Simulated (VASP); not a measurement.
Runs of VASP 6.6.1 on ZnSe. The structure is that of space group Fm-3m (No. 225), or close to it. The cells are those of the table. 

| cell | gap on the mesh (eV) | pressure (GPa) |
| --- | --- | --- |
| a = 3.515 Å, angles 60.0°, 2 atoms | none | (a) |
| a = 3.675 Å, angles 60.0°, 2 atoms | none | 4.1 |
| a = 3.624 Å, angles 60.0°, 2 atoms | none | 8.8 |
| a = 3.775 Å, angles 60.0°, 2 atoms | none | (b) |
| a = 3.459 Å, angles 60.0°, 2 atoms | none | 31.6 |

Alike in all rows: task single point; level PBEsol; potentials or basis VASP PAW PBE potentials, release 64 (Se, Zn); no spin polarisation; k mesh 12 × 12 × 12; cutoff (eV) 520; smearing gaussian 0.05 eV.

Question: Estimate the missing entries.

Answer: (a) 22.2; (b) -2.6.

Caveats: the PAW data sets were made with another functional, which shifts forces and pressure a little.

A k mesh can miss the band edges, and the runs leave out spin-orbit coupling on Se.

A gap of «none» marks levels without a gap at the run's occupations.
